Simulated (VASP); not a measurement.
Here is a VASP 6.6.1 calculation.

INCAR

```
SYSTEM = SiO2
PREC     = Accurate       ! precision mode
ENCUT    = 520            ! plane-wave cutoff, eV
EDIFF    = 1E-6           ! SCF threshold, eV
ISMEAR   = -1             ! smearing method
SIGMA    = 0.3102         ! smearing width, eV
LREAL    = Auto         
LASPH    = .True.         ! aspherical terms in the spheres
NELM     = 80             ! most SCF steps
ALGO     = Normal         ! electronic algorithm
ISIF     = 2              ! what is computed and relaxed
LWAVE    = .False.        ! write WAVECAR
LCHARG   = .False.        ! write CHGCAR
GGA      = PE             ! functional
ISYM     = 0            
NBANDS   = 72             ! bands
```

KPOINTS

```
Automatic mesh
0
Gamma
  1 1 1
  0 0 0
```

The input POSCAR:

```
SiO2
1.0
    6.6801160000      0.0097880000     -0.1947280000
    0.0097880000      6.8389880000     -0.1197180000
   -0.1947280000     -0.1197180000      6.8867160000
Si O
7 14
Direct
    0.7117732501      0.5498018448      0.9442778472
    0.2876721938      0.7777924142      0.7589645897
    0.5745050710      0.6666333212      0.5437406206
    0.9630440593     -0.1520708258      0.0242212730
    0.2425752501      0.3619052097      0.5488791408
    0.7650583847      1.0334366528      0.3865188079
    0.3067960030      1.0239650493      0.2864531977
    0.9065665374      0.0088748796     -0.1494623313
    0.2546053780     -0.0562205186      1.0565464276
    0.1509733547      0.9069021401      0.6434168695
    0.3856898209      0.5934444738      0.4409760172
    0.5469146508      0.8328888810     -0.1955824246
    0.9479262406      0.6209725584      0.9780582463
    0.5757825111     -0.0331519771      0.2292452728
   -0.0077675122      0.9033867817      0.2714322918
    0.3379300561      0.1260210476      0.4889665018
    0.5716693277      0.5296592990      1.0957424085
    0.7027142307     -0.1145704234      0.5549492668
    0.2501263710      0.3846838187      0.7800853390
    0.5992184079      0.4736167730      0.6915299041
    0.7728429099      0.2502581985      0.4317345982
```

Potentials or basis: VASP PAW PBE potentials, release 64 (Si, O).

Run with:

```bash
$ cat potpaw_PBE.64/Si/POTCAR potpaw_PBE.64/O/POTCAR > POTCAR
$ mpirun -np 1 vasp_gam > vasp.out
```

(1) Predict the largest force.

(2) What does it give for the band gap on the k mesh?

(3) Estimate the pressure.

Answers

(1) 8.682 eV/Å.

(2) 0.31 eV.

(3) 1.1 GPa.

Caveat: the k points lie up to 0.94 Å⁻¹ apart.
